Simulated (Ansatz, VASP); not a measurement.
## Two plane-wave programs on Co

```
Co
1.0
    -1.43554    1.43554    1.43554
     1.43554   -1.43554    1.43554
     1.43554    1.43554   -1.43554
Co
1
Cartesian
  0.0000 0.0000 0.0000
```

Alike in both runs: task single point; functional r2SCAN; k mesh 18 × 18 × 18; occupations fermi-dirac, width 0.05 eV; collinear spin.

```csv
,VASP,Ansatz
version,VASP 6.6.1,Ansatz 0.2.0
potentials or method,"VASP PAW PBE potentials, release 64 (Co), cutoff 520 eV","plane waves (500 eV) with PAW, scalar-relativistic"
valence electrons in the cell,9,17
```

VASP gave:

| Property | Result |
| --- | --- |
| pressure (GPa) | -13.5 |
| net moment per atom (μB) | 1.92 |
| size of the moment on the site where the two differ most (μB) | 1.99 |

Task: Which values does Ansatz return?

Result: Pressure (GPa): -13.5; net moment per atom (μB): 1.94; size of the moment on the site where the two differ most (μB): 2.06.

VASP's potentials were made for PBE, not for r2SCAN. Site moments also hang on the region over which each program counts them. VASP's potentials hold 9 valence electrons a cell and Ansatz's 17, so a difference there can come from the potentials and not from the codes. Ansatz's warnings: stability check not made.
